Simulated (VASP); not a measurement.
SiC, 4 atoms in the cell. It takes space group P6_3mc (No. 186, hexagonal). The conventional cell has a = 3.254 Å, b = 3.254 Å, c = 5.132 Å, α = 90.00°, β = 90.00°, γ = 120.00°. Si (site symmetry 3m) has 4 C at 1.93 to 1.98 Å within 2.6 Å. C (site symmetry 3m) has 4 Si at 1.93 to 1.98 Å within 2.6 Å. 

| Quantity | Value |
| --- | --- |
| Program | VASP 6.6.1 |
| Task | relaxation of the atoms |
| Functional | LDA |
| Potentials or basis | VASP PAW LDA potentials, release 64 (Si, C) |
| Cutoff | 520 eV |
| k mesh | 12 × 12 × 6 |
| Occupations | gaussian, width 0.05 eV |
| Spin | no spin polarisation |
| Dipole correction | no |
| Further INCAR settings | ALGO = Normal; EDIFF = 1e-07; IBRION = 2; EDIFFG = -0.01; NSW = 50 |

Potentials or basis: VASP PAW LDA potentials, release 64 (Si, C).

Launch:

```console
$ cat potpaw_LDA.64/Si/POTCAR potpaw_LDA.64/C/POTCAR > POTCAR
$ mpirun -np 1 vasp_std > vasp.out
```

Hardware: 1 thread of Intel Xeon 8259CL, on a shared host.

Problem. How long does it take, and how much memory?

Solution. Run time: 53 s on 1 thread of Intel Xeon 8259CL, on a shared host, peak memory 0.16 GiB. Counts: scf iterations 26, k points 76, ion steps 3.
